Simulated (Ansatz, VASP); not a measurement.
# One calculation of SnSe, two programs

```
CELL_PARAMETERS angstrom
2.15500 -5.85250 0.00000
2.15500 5.85250 0.00000
0.00000 0.00000 4.31800
ATOMIC_POSITIONS crystal
Sn 0.88000 0.12000 0.25000
Sn 0.12000 0.88000 0.75000
Se 0.64400 0.35600 0.25000
Se 0.35600 0.64400 0.75000
```

Alike in both runs: task single point; functional LDA; k mesh 8 × 8 × 6; occupations gaussian, width 0.05 eV; no spin polarisation.

```csv
,VASP,Ansatz
version,VASP 6.6.1,Ansatz 0.2.0
potentials or method,"VASP PAW LDA potentials, release 64 (Sn_d, Se), cutoff 520 eV","scalar-relativistic, plane waves, PAW"
valence electrons in the cell,40,60
```

```csv
,VASP,Ansatz,Ansatz less VASP
gap on the k mesh at the Fermi level (eV),0.25,0.26,+0.010
least direct gap on the mesh (eV),0.26,0.26,+0.007
pressure (GPa),-4.6,-4.7,-0.07
"traceless stress, the component that is largest in VASP (GPa)",0.67,0.65,-0.021
rms of the force components (eV/Å),0.175,0.184,+0.0097
```

LDA's correlation is that of Perdew and Zunger in VASP and of Perdew and Wang (1992) in Ansatz. Atom by atom the forces differ by 0.010 eV/Å (rms over components). VASP's potentials hold 40 valence electrons a cell and Ansatz's 60, so a difference there can come from the potentials and not from the codes.
